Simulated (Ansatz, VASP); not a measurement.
## Two plane-wave programs on MgO

```xyz
4
Lattice="3.5917 0.0000 0.0000 -1.7958 3.1105 0.0000 0.0000 0.0000 4.3666" Properties=species:S:1:pos:R:3 pbc="T T T"
Mg    1.7959    1.0368    3.2750
Mg    0.0000    2.0737    1.0917
O     1.7959    1.0368    1.0917
O     0.0000    2.0737    3.2750
```

Alike in both runs: task single point; functional PBE; k mesh 9 × 9 × 6; occupations gaussian, width 0.05 eV; no spin polarisation.

|  | VASP | Ansatz |
| --- | --- | --- |
| version | VASP 6.6.1 | Ansatz 0.2.0 |
| potentials or method | VASP PAW PBE potentials, release 64 (Mg, O), cutoff 520 eV | scalar-relativistic, plane waves, PAW |
| valence electrons in the cell | 16 | 32 |

|  | VASP | Ansatz | Ansatz less VASP |
| --- | --- | --- | --- |
| gap on the k mesh at the Fermi level (eV) | 2.90 | 2.92 | +0.021 |
| least direct gap on the mesh (eV) | 2.90 | 2.92 | +0.021 |
| pressure (GPa) | -8.0 | -7.5 | +0.56 |
| traceless stress, the component that is largest in VASP (GPa) | -0.95 | -0.86 | +0.086 |

VASP's potentials hold 16 valence electrons a cell and Ansatz's 32, so a difference there can come from the potentials and not from the codes.
